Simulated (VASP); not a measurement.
# Al5In3As8 (P1) in VASP: notebook

Al5In3As8 is run at these levels: PBEsol, PBEsol+D4; tasks: single point.

All numbers are computed with VASP 6.6.1; they aren't measurements. Logs are shortened: lines on timing, memory, paths and dates and some standing lists are left out, and cuts for length are marked.

### Step 1. The cell of the first run

The typed cell holds 32 atoms: a = 11.413 Å, b = 11.413 Å, c = 5.823 Å, α = 90.00°, β = 90.00°, γ = 90.00°.

### Step 2. Single point, PBEsol

The input, INCAR:

```
PREC = Accurate ; ENCUT = 500
EDIFF = 1E-6 ; ISMEAR = -1
SIGMA = 0.05 ; LREAL = Auto
LASPH = T ; NELM = 120
ALGO = Normal ; ISIF = 2
LWAVE = F ; LCHARG = F
GGA = PS ; NBANDS = 116
ISYM = -1 ; GGA_COMPAT = F
```

The input, KPOINTS:

```
explicit points
1
Reciprocal
  0.25000000   0.25000000   0.25000000 1
```

The input, POSCAR:

```
Al5In3As8
1.0
   11.4128150000      0.0000000000      0.0000000000
    0.0000000000     11.4128150000      0.0000000000
    0.0000000000      0.0000000000      5.8228650000
Al In As
10 6 16
Direct
    0.0052310000      0.0018580000      0.9996820000
    0.0031810000      0.5017810000      0.0021030000
    0.4982560000      0.4986100000      0.9929260000
    0.2494390000      0.2508830000      0.0074200000
    0.7533950000      0.7482840000      0.0045610000
    0.2562420000      0.0035720000      0.4946150000
    0.7522280000      0.5026330000      0.5040200000
    0.0060370000      0.2534990000      0.4999720000
    0.4967810000      0.2450660000      0.5020540000
    0.5009550000      0.7533070000      0.5006470000
    0.5019930000      0.9956240000      0.9937030000
    0.2476840000      0.7448820000      0.0050040000
    0.7531700000      0.2501080000      0.0077560000
    0.2564900000      0.5034780000      0.4829100000
    0.7465370000      0.0065290000      0.4919020000
    0.9949890000      0.7492710000      0.4988460000
    0.1252560000      0.1275590000      0.2387740000
    0.1240140000      0.6192810000      0.2526580000
    0.6209790000      0.1297320000      0.2546010000
    0.6167160000      0.6262200000      0.2414770000
    0.3774310000      0.3743840000      0.2504850000
    0.3730910000      0.8821690000      0.2560130000
    0.8823890000      0.3710490000      0.2502530000
    0.8746380000      0.8705150000      0.2563980000
    0.3786380000      0.1249150000      0.7511530000
    0.3712490000      0.6256830000      0.7508140000
    0.8798810000      0.1232830000      0.7483260000
    0.8745230000      0.6256210000      0.7600610000
    0.1260410000      0.3753330000      0.7435240000
    0.1219170000      0.8739230000      0.7523560000
    0.6301120000      0.3768720000      0.7499040000
    0.6246630000      0.8723470000      0.7524400000
```

Potentials or basis: VASP PAW PBE potentials, release 64 (Al, In_d, As).

Started as:

```bash
> cat potpaw_PBE.64/Al/POTCAR potpaw_PBE.64/In_d/POTCAR potpaw_PBE.64/As/POTCAR > POTCAR
> mpirun -np 1 vasp_std > vasp.out
```

OUTCAR:

```text
PREC = Accurate
   ENCUT = 500
   EDIFF = 1E-6
   ISMEAR = -1
   LREAL = Auto
   LASPH = T
   NELM = 120
   ISIF = 2
   GGA = PS
   ISYM = -1

 ion  position               nearest neighbor table
   1  0.005  0.002  1.000-  17 2.42  30 2.45  27 2.47  24 2.59
   2  0.003  0.502  0.002-  18 2.41  28 2.48  23 2.49  29 2.51
   3  0.498  0.499  0.993-  20 2.46  21 2.48  26 2.49  31 2.49
   4  0.249  0.251  0.007-  17 2.41  21 2.47  29 2.52  25 2.54
   5  0.753  0.748  0.005-  28 2.43  24 2.45  20 2.51  32 2.51
   6  0.256  0.004  0.495-  22 2.37  25 2.47  17 2.54  30 2.61
   7  0.752  0.503  0.504-  31 2.46  28 2.48  23 2.58  20 2.59
   8  0.006  0.253  0.500-  29 2.41  23 2.43  17 2.50  27 2.52
   9  0.497  0.245  0.502-  25 2.41  19 2.41  21 2.49  31 2.58
  10  0.501  0.753  0.501-  32 2.45  20 2.48  22 2.51  26 2.54
  11  0.502  0.996  0.994-  32 2.43  25 2.48  22 2.48  19 2.55
  12  0.248  0.745  0.005-  26 2.46  18 2.48  30 2.53  22 2.58  14 3.92
  13  0.753  0.250  0.008-  23 2.46  19 2.50  31 2.51  27 2.54  15 3.96
  14  0.256  0.503  0.483-  18 2.41  21 2.43  26 2.47  29 2.58  12 3.92
  15  0.747  0.007  0.492-  19 2.44  27 2.51  24 2.54  32 2.57  13 3.96
  16  0.995  0.749  0.499-  24 2.41  28 2.49  30 2.51  18 2.53
  17  0.125  0.128  0.239-   4 2.41   1 2.42   8 2.50   6 2.54
  18  0.124  0.619  0.253-   2 2.41  14 2.41  12 2.48  16 2.53
  19  0.621  0.130  0.255-   9 2.41  15 2.44  13 2.50  11 2.55
  20  0.617  0.626  0.241-   3 2.46  10 2.48   5 2.51   7 2.59
  21  0.377  0.374  0.250-  14 2.43   4 2.47   3 2.48   9 2.49
[... 9 lines left out ...]
  31  0.630  0.377  0.750-   7 2.46   3 2.49  13 2.51   9 2.58
  32  0.625  0.872  0.752-  11 2.43  10 2.45   5 2.51  15 2.57

IMPORTANT INFORMATION: All symmetrisations will be switched off!
NOSYMM: (Re-)initialisation of all symmetry stuff for point group C_1.

----------------------------------------------------------------------------------------

                                     Primitive cell

  volume of cell :     758.4418

  direct lattice vectors                    reciprocal lattice vectors
    11.412815000  0.000000000  0.000000000     0.087620802  0.000000000  0.000000000
     0.000000000 11.412815000  0.000000000     0.000000000  0.087620802  0.000000000
     0.000000000  0.000000000  5.822865000     0.000000000  0.000000000  0.171736765

  length of vectors
    11.412815000 11.412815000  5.822865000     0.087620802  0.087620802  0.171736765

  position of ions in fractional coordinates (direct lattice)
     0.005231000  0.001858000  0.999682000
     0.003181000  0.501781000  0.002103000
     0.498256000  0.498610000  0.992926000
     0.249439000  0.250883000  0.007420000
     0.753395000  0.748284000  0.004561000
     0.256242000  0.003572000  0.494615000
[... 24 lines left out ...]
     0.630112000  0.376872000  0.749904000
     0.624663000  0.872347000  0.752440000

  ion indices of the primitive-cell ions
   primitive index   ion index
                 1           1
                 2           2
                 3           3
                 4           4
                 5           5
                 6           6
[... 24 lines left out ...]
                31          31
                32          32

----------------------------------------------------------------------------------------

 KPOINTS: explicit points

Read explicit list of k-points.

 Found      1 k-points:

 Following reciprocal coordinates:
            Coordinates               Weight
  0.250000  0.250000  0.250000      1.000000
   k-points           NKPTS =      1   k-points in BZ     NKDIM =      1   number of bands    NBANDS=    116
   number of dos      NEDOS =    301   number of ions     NIONS =     32
   total plane-waves  NPLWV = 296352
   dimension x,y,z NGX =    84 NGY =   84 NGZ =   42
   dimension x,y,z NGXF=   168 NGYF=  168 NGZF=   84
   ions per type =              10   6  16
   NGX,Y,Z   is equivalent  to a cutoff of  12.24, 12.24, 11.99 a.u.
   NGXF,Y,Z  is equivalent  to a cutoff of  24.47, 24.47, 23.98 a.u.
 SYSTEM =  unknown system
   PREC   = accura    normal or accurate (medium, high low for compatibility)
   ISTART =      0    job   : 0-new  1-cont  2-samecut
   ICHARG =      2    charge: 1-file 2-atom 10-const
   ISPIN  =      1    spin polarized calculation?
   LNONCOLLINEAR =      F non collinear calculations
   LSORBIT =      F    spin-orbit coupling
   LASPH  =      T    aspherical Exc in radial PAW
   ENCUT  =  500.0 eV  36.75 Ry    6.06 a.u.  20.81 20.81 10.62*2*pi/ulx,y,z
   NELM   =    120;   NELMIN=  2; NELMDL= -5     # of ELM steps
   EDIFF  = 0.1E-05   stopping-criterion for ELM
   LREAL  =      T    real-space projection
   EDIFFG = 0.1E-04   stopping-criterion for IOM
   NSW    =      0    number of steps for IOM
   IBRION =     -1    ionic relax: 0-MD 1-quasi-New 2-CG
   NFREE  =      0    steps in history (QN), initial steepest desc. (CG)
   ISIF   =      2    stress and relaxation
   ISYM   =     -1    0-nonsym 1-usesym 2-fastsym
   POTIM  = 0.5000    time-step for ionic-motion
   TEBEG  =    0.0;   TEEND  =   0.0 temperature during run
   PSTRESS=    0.0 pullay stress
   NELECT =     188.0000    total number of electrons
   NUPDOWN=      -1.0000    fix difference up-down
   EMIN   =  10.00;   EMAX   =-10.00  energy-range for DOS
   EFERMI =   0.00;   METHOD = LEGACY
   ISMEAR =    -1;   SIGMA  =   0.05  broadening in eV -4-tet -1-fermi 0-gaus
   EFERMI_NEDOS =   21; number of points for ismear=-14 and -15
   IALGO  =     38    algorithm
   IMIX   =      4    mixing-type and parameters
     AMIX     =   0.40;   BMIX     =  1.00
     AMIX_MAG =   1.60;   BMIX_MAG =  1.00
  volume/ion in A,a.u.               =      23.70       159.94
  Fermi-wavevector in a.u.,A,eV,Ry     =   1.028379  1.943355 14.389033  1.057564
  Thomas-Fermi vector in A             =   2.162373
   LORBIT       =      0    0 simple, 1 ext, 2 COOP (PROOUT), +10 PAW based schemes
   GGA     = PS    functional components
   LHFCALC =     F    Hartree Fock is set to
   AEXX    =    0.0000 exact exchange contribution
   IVDW    =     0    specifies the selected vdW correction
   LEPSILON=     F    determine dielectric tensor
   LRPA    =     F    only Hartree local field effects (RPA)
 non-spin polarized calculation
  energy-cutoff  :      500.00
  volume of cell :      758.44
 maximum number of plane-waves:     19257
 NGX is ok and might be reduce to    84
   NGX = 41   NGY = 41   NGZ = 21

 number of electron     188.0000009 magnetization

 Free energy of the ion-electron system (eV)
  ---------------------------------------------------
  ext. energy  EPLUGINS =         0.00000000
  ---------------------------------------------------
  free energy    TOTEN  =      -149.03203785 eV

  energy without entropy =     -149.03203785  energy(sigma->0) =     -149.03203785

 E-fermi :   5.2105     XC(G=0):  -9.3832

 val. band max:        4.0571387222   @ k =   0.2500   0.2500   0.2500
 cond. band min:       6.3850039821   @ k =   0.2500   0.2500   0.2500
 fundamental gap:      2.3278652599
 Fermi energy:         5.2104665288

 k-point     1 :       0.2500    0.2500    0.2500
  band No.  band energies     occupation
      1     -10.2134      2.00000
      2     -10.1381      2.00000
      3     -10.1215      2.00000
      4     -10.1020      2.00000
      5     -10.0842      2.00000
      6     -10.0647      2.00000
[... 98 lines left out ...]
    105       7.1935      0.00000
    106       7.2623      0.00000
 [bands above 106 left out]

------------------------ aborting loop because EDIFF is reached ----------------------------------------

  FORCE on cell =-STRESS in cart. coord.  units (eV):
  Direction    XX          YY          ZZ          XY          YZ          ZX
  --------------------------------------------------------------------------------------
  -------------------------------------------------------------------------------------
  Total       21.0433328     20.9837356     16.8513555     -5.8853000      0.5210464      0.4615528
  in kB       44.4531795     44.3272828     35.5977989    -12.4324554      1.1006893      0.9750114
  external PRESSURE =      41.4594204 kB  Pullay stress =       0.0000000 kB

 VOLUME and BASIS-vectors are now :
 -----------------------------------------------------------------------------
  energy-cutoff  :      500.00
  volume of cell :      758.44
      direct lattice vectors                 reciprocal lattice vectors
    11.412815000  0.000000000  0.000000000     0.087620802  0.000000000  0.000000000
     0.000000000 11.412815000  0.000000000     0.000000000  0.087620802  0.000000000
     0.000000000  0.000000000  5.822865000     0.000000000  0.000000000  0.171736765

 POSITION                                       TOTAL-FORCE (eV/Angst)
 -----------------------------------------------------------------------------------
      0.05970      0.02121      5.82101        -0.580007     -0.462255     -0.037168
      0.03630      5.72673      0.01225        -0.186125     -0.550356     -0.308252
      5.68650      5.69054      5.78167         0.066216     -0.089779     -0.188739
      2.84680      2.86328      0.04321         0.218439      0.238907     -0.704485
      8.59836      8.54003      0.02656        -0.523662      0.141137      0.023322
      2.92444      0.04077      2.88008        -0.961882      0.172440      0.548593
[... 24 lines left out ...]
      7.19135      4.30117      4.36659        -1.125488      0.353493     -0.835196
      7.12916      9.95593      4.38136         0.932351     -1.469152     -0.471460
 -----------------------------------------------------------------------------------
    total drift:                               -0.006347     -0.011071     -0.008463

  FREE ENERGIE OF THE ION-ELECTRON SYSTEM (eV)
  ---------------------------------------------------
  free  energy   TOTEN  =      -149.0320378468 eV

  energy  without entropy=     -149.0320378463  energy(sigma->0) =     -149.03203785
```

It took 3.5 min on 1 thread of Intel Xeon Platinum 8259CL at 2.50GHz (Skylake/Cascade Lake), shared host; peak memory 0.61 GiB.

Results:

* Free energy: -149.0320 eV
* Pressure: 4.1 GPa
* Largest force: 2.490 eV/Å
* Band gap on the k mesh: 2.33 eV

Forces on the atoms (eV/Å):
```
Al  -0.580 -0.462 -0.037
Al  -0.186 -0.550 -0.308
Al   0.066 -0.090 -0.189
Al   0.218  0.239 -0.704
Al  -0.524  0.141  0.023
Al  -0.962  0.172  0.549
Al  -0.090 -0.089 -0.500
Al  -0.211 -0.512  0.099
Al   0.355  0.842  0.229
Al  -0.388 -0.128  0.034
In   0.028  0.457  0.576
In  -0.004  0.913  0.246
In   0.008 -0.172 -0.497
In  -0.319 -0.604  1.082
In   0.352 -0.718  0.612
In   0.795 -0.482  0.463
As   0.175 -0.222  0.840
As  -1.354  0.110 -0.742
As  -0.966  0.473 -0.119
As   0.673 -0.102  0.431
As   1.054 -1.173 -1.121
As   0.119 -1.047  0.939
As   0.423  1.541  1.008
As  -0.442  1.138 -2.171
As  -1.275  0.852 -0.448
As   2.079  0.021 -0.199
As   1.149  0.242  0.046
As  -0.582 -0.970  0.576
As  -0.068 -0.189  0.922
As   0.649  1.485 -0.331
As  -1.125  0.353 -0.835
As   0.932 -1.469 -0.471
```

Caveat: the cell stands under pressure; the PAW data sets were made with another functional, which shifts forces and pressure a little; spin-orbit coupling is left out, which moves the levels of the heavy elements; a shifted mesh leaves out Γ, where band edges can lie.

[end of part 1 of 2]
